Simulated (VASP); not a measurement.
Crystal: BAs.

```xyz
2
Lattice="0.0000 2.4872 2.4872 2.4872 0.0000 2.4872 2.4872 2.4872 0.0000" Properties=species:S:1:pos:R:3 pbc="T T T"
B     0.0000    0.0000    0.0000
As    1.2436    1.2436    1.2436
```

```yaml
Program: VASP 6.6.1
Task: relaxation of cell and atoms
Functional: PBE
Potentials_or_basis: VASP PAW PBE potentials, release 64 (B, As_d)
Cutoff: 560 eV
k_mesh: 8 × 8 × 8
Occupations: gaussian, width 0.1 eV
Spin: no spin polarisation
```

At the start: pressure -10.8 GPa; volume 15.39 Å³/atom.

Problem. Where does the relaxation end?

Solution. Over 3 steps the energy falls by 55.3 meV/atom and the volume is 13.89 Å³/atom (-9.7 %); space group F-43m (No. 216, to 0.1 Å) before and after.

The path:
| step | energy change (eV) | largest force (eV/Å) | pressure (GPa) | volume (Å³) |
| --- | --- | --- | --- | --- |
| 1 | 0.0000 | 0.0000 | -10.83 | 30.77 |
| 2 | -0.0783 | 0.0000 | 7.66 | 26.37 |
| 3 | -0.1106 | 0.0000 | 0.00 | 27.79 |

Final structure:
```
CELL_PARAMETERS angstrom
0.00000 2.40399 2.40399
2.40399 0.00000 2.40399
2.40399 2.40399 0.00000
ATOMIC_POSITIONS crystal
B 0.00000 0.00000 0.00000
As 0.25000 0.25000 0.25000
```
